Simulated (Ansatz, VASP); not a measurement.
## Two plane-wave programs on WC

Contents of INCAR:

```
SYSTEM = WC
PREC     = Accurate       ! precision mode
ENCUT    = 600            ! plane-wave cutoff, eV
EDIFF    = 1E-6           ! SCF threshold, eV
ISMEAR   = -1             ! smearing method
SIGMA    = 0.15           ! smearing width, eV
LREAL    = .False.        ! projectors in reciprocal space
LASPH    = .True.         ! aspherical terms in the spheres
NELM     = 100            ! most SCF steps
ALGO     = Normal         ! electronic algorithm
ISIF     = 3              ! what is computed and relaxed
LWAVE    = .False.        ! write WAVECAR
LCHARG   = .False.        ! write CHGCAR
IBRION   = 2              ! ionic algorithm
NSW      = 80             ! ionic steps
EDIFFG   = -0.001         ! ionic threshold
```

The input KPOINTS:

```
Automatic mesh
0
Gamma
  18 18 14
  0 0 0
```

The input POSCAR:

```
WC
1.0
    2.8838914124      0.0000000000      0.0000000000
   -1.4419457062      2.4975232249      0.0000000000
    0.0000000000      0.0000000000      2.8129131491
W C
1 1
Direct
    0.0000000000      0.0000000000      0.0000000000
    0.6666666667      0.3333333333      0.5000000000
```

Input for Ansatz:

```yaml
crystal:
  lattice:
    - [2.8838914124, 0.0, 0.0]
    - [-1.4419457062, 2.4975232249, 0.0]
    - [0.0, 0.0, 2.8129131491]
  atoms:
    - { symbol: W, position: [0.0, 0.0, 0.0] }
    - { symbol: C, position: [0.6666666667, 0.3333333333, 0.5] }
basis:
  ecutwfc: 420
kpoints:
  mp_grid: { grid: [18, 18, 14] }
hamiltonian:
  xc: lda
  pseudopotentials: { kind: paw, azcp: { folder: soft_1 } }
scf:
  occupations: { method: fermi_dirac, width: 0.15 }
output:
  forces: true
  stress: true
  eigenvalues: true
  write_density: true
  write_potential: true
  elf: true
  volumetric_format: npy
relax:
  adjacent_minimum: "off"
  f_tol: 0.001
  max_steps: 60
  cell: { stress_tol: 0.01 }
```

Alike in both runs: task relaxation of cell and atoms; functional LDA; k mesh 18 × 18 × 14; occupations fermi-dirac, width 0.15 eV; no spin polarisation.

```csv
,VASP,Ansatz
version,VASP 6.6.1,Ansatz 0.2.0
potentials or method,"VASP PAW LDA potentials, release 64 (W_sv, C), cutoff 600 eV","scalar-relativistic, plane waves, PAW"
valence electrons in the cell,18,18
```

```csv
,VASP,Ansatz,Ansatz less VASP
"gap on the k mesh at the Fermi level, each at its own relaxed structure (eV)",none,none,-
relaxed volume (Å³/atom),10.19,10.13,-0.058
relaxed cell length with the largest relative difference (Å),2.817,2.812,-0.0055
```

Ansatz warns that its potentials were made for another functional, while VASP's fit it. LDA's correlation is that of Perdew and Zunger in VASP and of Perdew and Wang (1992) in Ansatz. A gap of «none» marks a metal or a gap that the smearing closes.

Neither program's run includes spin-orbit coupling.
